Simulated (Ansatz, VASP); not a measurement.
Mn: VASP beside Ansatz

```
Mn
1.0
     2.58378    0.00000    0.00000
    -1.29189    2.23762    0.00000
     0.00000    0.00000    4.18597
Mn
2
Direct
  0.33333 0.66667 0.25000
  0.66667 0.33333 0.75000
```

Alike in both runs: task single point; functional BLYP; k mesh 16 × 16 × 9; occupations fermi-dirac, width 0.05 eV; collinear spin.

|  | VASP | Ansatz |
| --- | --- | --- |
| version | VASP 6.6.1 | Ansatz 0.2.0 |
| potentials or method | VASP PAW PBE potentials, release 64 (Mn_pv), cutoff 520 eV | plane waves (420 eV) with PAW, scalar-relativistic |
| valence electrons in the cell | 26 | 30 |

Ansatz gave:

| Property | Result |
| --- | --- |
| pressure (GPa) | -11.8 |
| traceless stress, the component that is largest in VASP (GPa) | 1.31 |
| net moment per atom (μB) | 0.00 |
| size of the moment on the site where the two differ most (μB) | 1.20 |

Q: Estimate VASP's values.

A: Pressure (GPa): -11.5; traceless stress, the component that is largest in VASP (GPa): 1.30; net moment per atom (μB): 0.00; size of the moment on the site where the two differ most (μB): 1.24.

VASP's potentials were made for PBE, not for BLYP. Site moments also hang on the region over which each program counts them. With one functional, cell and mesh, what is left measures potentials, basis and numerics. VASP's potentials hold 26 valence electrons a cell and Ansatz's 30, so a difference there can come from the potentials and not from the codes.
